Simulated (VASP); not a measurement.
Wanted: the native input for a VASP 6.6.1 run.

* Task: single point
* Functional: r2SCAN
* Potentials or basis: VASP PAW PBE potentials, release 64 (Sn_d, O)
* Cutoff: 520 eV
* k mesh: 10 × 10 × 8
* Occupations: gaussian, width 0.01 eV
* Spin: no spin polarisation
* Dipole correction: no
* Further INCAR settings: ALGO = Normal; EDIFF = 1e-07; NBANDS = 28

Crystal: SnO.

```
Sn O
1.0
     3.65553    0.00000    0.00000
     0.00000    3.65553    0.00000
     0.00000    0.00000    5.05459
Sn O
2 2
Direct
  0.00000 0.50000 0.23255
  0.50000 0.00000 0.76745
  0.50000 0.50000 0.00000
  0.00000 0.00000 0.00000
```

This cell differs from its parent crystal: biaxial strain in the a-b plane: -4.0 %.

One way to write it, as run:

POSCAR

```
SnO
1.0
    3.6555286153      0.0000000000      0.0000000000
    0.0000000000      3.6555286153      0.0000000000
    0.0000000000      0.0000000000      5.0545932258
Sn O
2 2
Direct
    0.0000000000      0.5000000000      0.2325523355
    0.5000000000      0.0000000000      0.7674476645
    0.5000000000      0.5000000000      0.0000000000
    0.0000000000      0.0000000000      0.0000000000
```

INCAR.step1

```
SYSTEM = SnO
ALGO = Normal
EDIFF = 1E-4
ENCUT = 520
GGA = PE
ISMEAR = 0
LASPH = .TRUE.
LCHARG = .FALSE.
LREAL = .FALSE.
LWAVE = .TRUE.
NBANDS = 28
NELM = 60
PREC = Accurate
SIGMA = 0.01
```

INCAR.step2

```
SYSTEM = SnO
ALGO = Normal
EDIFF = 1E-7
ENCUT = 520
ISIF = 2
ISMEAR = 0
ISTART = 1
LASPH = .TRUE.
LCHARG = .FALSE.
LMIXTAU = .TRUE.
LREAL = .FALSE.
LWAVE = .FALSE.
METAGGA = R2SCAN
NBANDS = 28
NELM = 60
PREC = Accurate
SIGMA = 0.01
```

KPOINTS

```
k-points
0
G
  10 10 8
  0 0 0
```

Potentials or basis: VASP PAW PBE potentials, release 64 (Sn_d, O).

The run is started by

```bash
$ cat potpaw_PBE.64/Sn_d/POTCAR potpaw_PBE.64/O/POTCAR > POTCAR
$ cp INCAR.step1 INCAR
$ mpirun -np 1 vasp_std > vasp.out
$ cp INCAR.step2 INCAR
$ mpirun -np 1 vasp_std > vasp.out
```

Results of the run:

```yaml
Pressure: 8.4 GPa
Largest_force: 0.661 eV/Å
Band_gap_on_the_k_mesh: zero (band 20 reaches 8.02 eV, above the bottom of band 21 at 7.95 eV)
```

Caveat: the cell differs from its parent crystal (biaxial strain in the a-b plane: -4.0 %); the PAW data sets were made with another functional, which shifts forces and pressure a little; spin-orbit coupling is left out, which moves the levels of the heavy elements.

It took 6.9 min on 1 thread of Intel Xeon 6975P-C (shared host), peak memory 0.3 GiB.
